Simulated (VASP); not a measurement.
# I (I4_1/amd) in VASP: further runs, part 2 of 2

VASP 6.6.1.

**3. Single point, PBE**

This run uses another cell than the first one, of 43.57 Å³/atom.

Input file INCAR:

```
PREC     = Accurate       # precision mode
ENCUT    = 520            # plane-wave cutoff, eV
EDIFF    = 1E-6           # SCF threshold, eV
ISMEAR   = -1             # smearing method
SIGMA    = 0.1            # smearing width, eV
LREAL    = F              # projectors in reciprocal space
LASPH    = T              # aspherical terms in the spheres
NELM     = 80             # most SCF steps
ALGO     = Normal         # electronic algorithm
ISIF     = 2              # what is computed and relaxed
LWAVE    = F              # write WAVECAR
LCHARG   = F              # write CHGCAR
GGA      = PE             # functional
NBANDS   = 14             # bands
```

Input file KPOINTS:

```
regular mesh
0
Gamma
  12 12 12
```

Input file POSCAR:

```
I
1.0
   -3.2023167903      3.2023167903      2.1244397171
    3.2023167903     -3.2023167903      2.1244397171
    3.2023167903      3.2023167903     -2.1244397171
I
2
Direct
   -0.3750000000     -0.1250000000     -0.2500000000
    0.3750000000      0.1250000000      0.2500000000
```

Potentials or basis: VASP PAW PBE potentials, release 64 (I).

The run is started by

```console
$ cat potpaw_PBE.64/I/POTCAR > POTCAR
$ mpirun -np 1 vasp_std > vasp.out
```

OUTCAR:

```text
PREC = Accurate
   ENCUT = 520
   EDIFF = 1E-6
   ISMEAR = -1
   LREAL = F
   LASPH = T
   NELM = 80
   ISIF = 2
   GGA = PE

 ion  position               nearest neighbor table
   1  0.625  0.875  0.750-   2 3.37   2 3.37   2 3.37   2 3.37
   2  0.375  0.125  0.250-   1 3.37   1 3.37   1 3.37   1 3.37

  LATTYP: Found a body centered tetragonal cell.
 ALAT       =     6.4046335806
 C/A-ratio  =     0.6634071069

  Lattice vectors:

 A1 = (  -3.2023167903,   3.2023167903,   2.1244397171)
 A2 = (   3.2023167903,  -3.2023167903,   2.1244397171)
 A3 = (   3.2023167903,   3.2023167903,  -2.1244397171)

Analysis of symmetry for initial positions (statically):
=====================================================================
 Subroutine PRICEL returns:
 Original cell was already a primitive cell.

 Routine SETGRP: Setting up the symmetry group for a
 body centered tetragonal supercell.

 Subroutine GETGRP returns: Found 16 space group operations
 (whereof  4 operations were pure point group operations)
 out of a pool of 16 trial point group operations.

The static configuration has the point symmetry C_2h.
 The point group associated with its full space group is D_4h.

Analysis of symmetry for dynamics (positions and initial velocities):
=====================================================================
 Subroutine PRICEL returns:
 Original cell was already a primitive cell.

 Routine SETGRP: Setting up the symmetry group for a
 body centered tetragonal supercell.

 Subroutine GETGRP returns: Found 16 space group operations
 (whereof  4 operations were pure point group operations)
 out of a pool of 16 trial point group operations.

The dynamic configuration has the point symmetry C_2h.
 The point group associated with its full space group is D_4h.

 Subroutine INISYM returns: Found 16 space group operations
 (whereof  4 operations are pure point group operations),
 and found     1 'primitive' translations
[... 121 lines left out ...]
   LHFCALC =     F    Hartree Fock is set to
   AEXX    =    0.0000 exact exchange contribution
   IVDW    =     0    specifies the selected vdW correction
   LEPSILON=     F    determine dielectric tensor
   LRPA    =     F    only Hartree local field effects (RPA)
 non-spin polarized calculation
  energy-cutoff  :      520.00
  volume of cell :       87.14
 maximum number of plane-waves:      2379
 NGX is ok and might be reduce to    40
   NGX = 19   NGY = 19   NGZ = 19

 number of electron      14.0000001 magnetization

 Free energy of the ion-electron system (eV)
  ---------------------------------------------------
  ext. energy  EPLUGINS =         0.00000000
  ---------------------------------------------------
  free energy    TOTEN  =        -2.31950667 eV

  energy without entropy =       -2.20651233  energy(sigma->0) =       -2.26300950

 E-fermi :   2.6666     XC(G=0):  -7.9847

 val. band max:        2.6661687836   @ k =  -0.3333   0.3333   0.3333
 cond. band min:       2.6694476789   @ k =   0.5000  -0.0000   0.0000
 fundamental gap:      0.0032788953
 Fermi energy:         2.6666287914

 k-point     1 :       0.0000    0.0000    0.0000
  band No.  band energies     occupation
      1     -10.5338      2.00000
      2      -8.4591      2.00000
      3      -0.6028      2.00000
      4      -0.6028      2.00000
      5       1.7137      1.99985
      6       1.8113      1.99961
      7       2.8754      0.22057
      8       2.8754      0.22057
      9       7.1669      0.00000
     10       7.8483      0.00000
     11       9.8809      0.00000
     12      10.8551      0.00000
     13      11.2314      0.00000
     14      11.2314      0.00000
[... 377 lines left out ...]
      1     -10.0182      2.00000
      2      -8.9687      2.00000
      3      -0.7874      2.00000
      4       0.0203      2.00000
      5       0.3053      2.00000
      6       1.5853      1.99996
      7       1.9042      1.99902
      8       2.8418      0.29573
      9       8.4463      0.00000
     10       9.3589      0.00000
     11      10.0033      0.00000
     12      10.4427      0.00000
     13      11.6199      0.00000
     14      12.7379      0.00000

 [... further k-points ...]

------------------------ aborting loop because EDIFF is reached ----------------------------------------

  FORCE on cell =-STRESS in cart. coord.  units (eV):
  Direction    XX          YY          ZZ          XY          YZ          ZX
  --------------------------------------------------------------------------------------
  -------------------------------------------------------------------------------------
  Total       -0.0156980     -0.0156980      0.0036153      0.0000000     -0.0000000      0.0000000
  in kB       -0.2886166     -0.2886166      0.0664695      0.0000000     -0.0000000      0.0000000
  external PRESSURE =      -0.1702545 kB  Pullay stress =       0.0000000 kB

 VOLUME and BASIS-vectors are now :
 -----------------------------------------------------------------------------
  energy-cutoff  :      520.00
  volume of cell :       87.14
      direct lattice vectors                 reciprocal lattice vectors
    -3.202316790  3.202316790  2.124439717     0.000000000  0.156136957  0.235356172
     3.202316790 -3.202316790  2.124439717     0.156136957  0.000000000  0.235356172
     3.202316790  3.202316790 -2.124439717     0.156136957  0.156136957  0.000000000

 POSITION                                       TOTAL-FORCE (eV/Angst)
 -----------------------------------------------------------------------------------
      3.20232      1.60116      1.59333         0.000000      0.000000     -0.000000
     -0.00000      1.60116      0.53111        -0.000000     -0.000000      0.000000
 -----------------------------------------------------------------------------------
    total drift:                               -0.000000     -0.000000      0.000000

  FREE ENERGIE OF THE ION-ELECTRON SYSTEM (eV)
  ---------------------------------------------------
  free  energy   TOTEN  =        -2.3195066655 eV

  energy  without entropy=       -2.2065123251  energy(sigma->0) =       -2.26300950
```

OSZICAR:

```text
N       E                     dE             d eps       ncg     rms          rms(c)
DAV:   1     0.669238411396E+02    0.66924E+02   -0.51069E+03  4564   0.790E+02
DAV:   2     0.208709266147E+01   -0.64837E+02   -0.61330E+02  6554   0.123E+02
DAV:   3    -0.227125245955E+01   -0.43583E+01   -0.43122E+01  6082   0.363E+01
DAV:   4    -0.234869482098E+01   -0.77442E-01   -0.77426E-01  6062   0.596E+00
DAV:   5    -0.234977906829E+01   -0.10842E-02   -0.10842E-02  6182   0.667E-01    0.541E+00
DAV:   6    -0.232587754863E+01    0.23902E-01   -0.23480E-02  5722   0.711E-01    0.335E+00
DAV:   7    -0.231992017157E+01    0.59574E-02   -0.43438E-02  5878   0.961E-01    0.203E-01
DAV:   8    -0.231950432595E+01    0.41585E-03   -0.44901E-03  5236   0.329E-01    0.880E-02
DAV:   9    -0.231950601606E+01   -0.16901E-05   -0.82662E-05  5974   0.545E-02    0.403E-02
DAV:  10    -0.231950666554E+01   -0.64948E-06   -0.87114E-06  5800   0.167E-02
   1 F= -.23195067E+01 E0= -.22630095E+01  d E =-.112994E+00
```

stdout:

```text
POSCAR found type information on POSCAR I
 POSCAR found :  1 types and       2 ions
 scaLAPACK will be used
 LDA part: xc-table for (Slater+PW92), standard interpolation
 POSCAR, INCAR and KPOINTS ok, starting setup
 FFT: planning ... GRIDC
 FFT: planning ... GRID_SOFT
 FFT: planning ... GRID
 WAVECAR not read
 entering main loop
```

Run time: 3.3 min. Hardware: 1 thread of Intel Xeon 8259CL, shared host; peak memory 0.34 GiB.

What came out:

| Quantity | Value |
| --- | --- |
| Free energy | -2.3195 eV |
| Pressure | 0.0 GPa |
| Band gap on the k mesh | zero (bands 7 and 8 overlap by 1.66 eV) |

Caveat: spin-orbit coupling is left out, which moves the levels of the heavy elements.

**4. Single point, PBE (43.57 Å³/atom)**

This run uses another cell than the first one, of 43.57 Å³/atom.

Input file INCAR:

```
SYSTEM = I
  PREC = Accurate
  ENCUT = 520
  EDIFF = 1E-6
  ISMEAR = -1
  SIGMA = 0.1
  LREAL = .FALSE.
  LASPH = .TRUE.
  NELM = 100
  ALGO = Normal
  ISIF = 2
  LWAVE = .FALSE.
  LCHARG = .FALSE.
  GGA = PE
  NBANDS = 14
```

Input file KPOINTS:

```
regular mesh
0
G
  12 12 12
  0 0 0
```

POSCAR is that of step 3.

The run is started by

```console
$ cat potpaw_PBE.64/I/POTCAR > POTCAR
$ mpirun -np 1 vasp_std > vasp.out
```

Wall time 2.7 min (1 thread of Intel Xeon 8259CL, shared host); peak memory 0.34 GiB.

It converged, with:

```yaml
Free_energy: -2.3195 eV
Pressure: 0.0 GPa
Band_gap_on_the_k_mesh: zero (bands 7 and 8 overlap by 1.66 eV)
```

Levels at points of the mesh, in eV from the Fermi level:
```csv
k point,band 5,band 6,band 7,band 8,band 9,band 10
"(0.00, 0.00, 0.00)",-0.95,-0.86,0.21,0.21,4.50,5.18
"(0.50, 0.00, 0.00)",-2.58,-1.21,-0.59,0.00,6.05,6.23
"(0.50, 0.50, 0.00)",-1.99,-1.99,-0.37,-0.37,5.96,5.96
"(0.50, 0.50, 0.50)",-1.09,-1.09,1.08,1.08,6.49,6.49
```

Caveat: spin-orbit coupling is left out, which moves the levels of the heavy elements.
